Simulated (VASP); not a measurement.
**Ir12O: single point with PBE+D3(BJ)**

Ir12O, a slab with vacuum:

```
CELL_PARAMETERS angstrom
5.43090 0.00000 0.00000
0.00000 5.43090 0.00000
0.00000 0.00000 21.00140
ATOMIC_POSITIONS crystal
Ir 0.25000 0.25000 0.19046
Ir 0.25000 0.75000 0.19046
Ir 0.75000 0.25000 0.19046
Ir 0.75000 0.75000 0.19046
Ir 0.00000 0.00000 0.27858
Ir 0.00000 0.50000 0.27858
Ir 0.50000 0.00000 0.27858
Ir 0.50000 0.50000 0.27858
Ir 0.25000 0.25000 0.36671
Ir 0.25000 0.75000 0.36671
Ir 0.75000 0.25000 0.36671
Ir 0.75000 0.75000 0.36671
O 0.25000 0.25000 0.52384
```

```
Program                : VASP 6.6.1
Task                   : single point
Functional             : PBE
Dispersion             : D3(BJ)
Potentials or basis    : VASP PAW PBE potentials, release 64 (Ir, O)
Cutoff                 : 520 eV
k mesh                 : 5 × 5 × 1
Occupations            : gaussian, width 0.1 eV
Spin                   : no spin polarisation
Dipole correction      : yes
Further INCAR settings : ALGO = Normal; EDIFF = 1e-07; NBANDS = 69
```

```
Largest force              : 1.409 eV/Å
Band gap on the k mesh     : zero (bands 57 and 58 overlap by 0.98 eV)
Dispersion energy per atom : -0.420 eV
```

Forces in eV/Å, atoms in the order of the input:
```
Ir   0.000  0.000  0.062
Ir   0.000  0.000 -0.019
Ir   0.000  0.000 -0.019
Ir   0.000  0.000 -0.101
Ir   0.058  0.058  0.012
Ir   0.058 -0.058  0.012
Ir  -0.058  0.058  0.012
Ir  -0.058 -0.058  0.012
Ir   0.000  0.000  1.076
Ir   0.000  0.000  0.137
Ir   0.000  0.000  0.137
Ir   0.000  0.000  0.091
O    0.000  0.000 -1.409
```

Levels at points of the mesh, in eV from the Fermi level:
```tsv
k point	band 55	band 56	band 57	band 58	band 59	band 60
(0.00, 0.00, 0.00)	0.33	0.52	0.60	0.64	0.65	0.65
```

It took 19 min on 1 thread of Intel(R) Xeon(R) 6975P-C (Granite Rapids), with other jobs on the host, peak memory 0.67 GiB.

Caveat: spin-orbit coupling is left out, which moves the levels of the heavy elements.
